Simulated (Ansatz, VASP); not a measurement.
**Al2Au: VASP beside Ansatz**

```
Al Au
1.0
     0.00000    3.00497    3.00497
     3.00497    0.00000    3.00497
     3.00497    3.00497    0.00000
Al Au
2 1
Cartesian
  1.5025 1.5025 1.5025
  4.5075 4.5075 4.5075
  0.0000 0.0000 0.0000
```

Alike in both runs: functional r2SCAN; k mesh 12 × 12 × 12; occupations gaussian, width 0.1 eV; no spin polarisation.

Ansatz relaxed the structure, and its values are those at the end. VASP's run is a single point on that final structure, the one shown.

|  | VASP | Ansatz |
| --- | --- | --- |
| version | VASP 6.6.1 | Ansatz 0.2.0 |
| potentials or method | VASP PAW PBE potentials, release 64 (Al, Au), cutoff 520 eV | scalar-relativistic, plane waves, PAW |
| valence electrons in the cell | 17 | 25 |

```tsv
	VASP	Ansatz	Ansatz less VASP
gap on the k mesh at the Fermi level (eV)	none	none	-
pressure (GPa)	-0.3	0.0	+0.32
```

VASP's potentials were made for PBE, not for r2SCAN. A gap of «none» marks a metal or a gap that the smearing closes. VASP's potentials hold 17 valence electrons a cell and Ansatz's 25, so a difference there can come from the potentials and not from the codes.

Neither program's run includes spin-orbit coupling.
